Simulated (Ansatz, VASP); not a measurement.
# Two plane-wave programs on Hg

```
Hg
1.0
     3.27133    0.00000    0.00000
    -1.63566    2.83305    0.00000
     0.00000    0.00000    2.99415
Hg
1
Cartesian
  0.0000 0.0000 1.4971
```

Alike in both runs: task relaxation of cell and atoms; functional PBE; k mesh 18 × 18 × 18; occupations gaussian, width 0.1 eV; no spin polarisation.

|  | VASP | Ansatz |
| --- | --- | --- |
| version | VASP 6.6.1 | Ansatz 0.2.0 |
| potentials or method | VASP PAW PBE potentials, release 64 (Hg), cutoff 600 eV | scalar-relativistic, plane waves, PAW |
| valence electrons in the cell | 12 | 20 |

Ansatz gave:

- gap on the k mesh at the Fermi level, each at its own relaxed structure (eV): none
- relaxed volume (Å³/atom): 28.34
- relaxed length of the cell vector where the two differ most in proportion (Å): 3.058

**Question.** What did VASP give for the same quantities?

**Answer.** gap on the k mesh at the Fermi level, each at its own relaxed structure (eV): none; relaxed volume (Å³/atom): 28.70; relaxed length of the cell vector where the two differ most in proportion (Å): 3.075.

A gap of «none» marks a metal or a gap that the smearing closes. VASP's potentials hold 12 valence electrons a cell and Ansatz's 20, so a difference there can come from the potentials and not from the codes.

Neither program's run includes spin-orbit coupling.
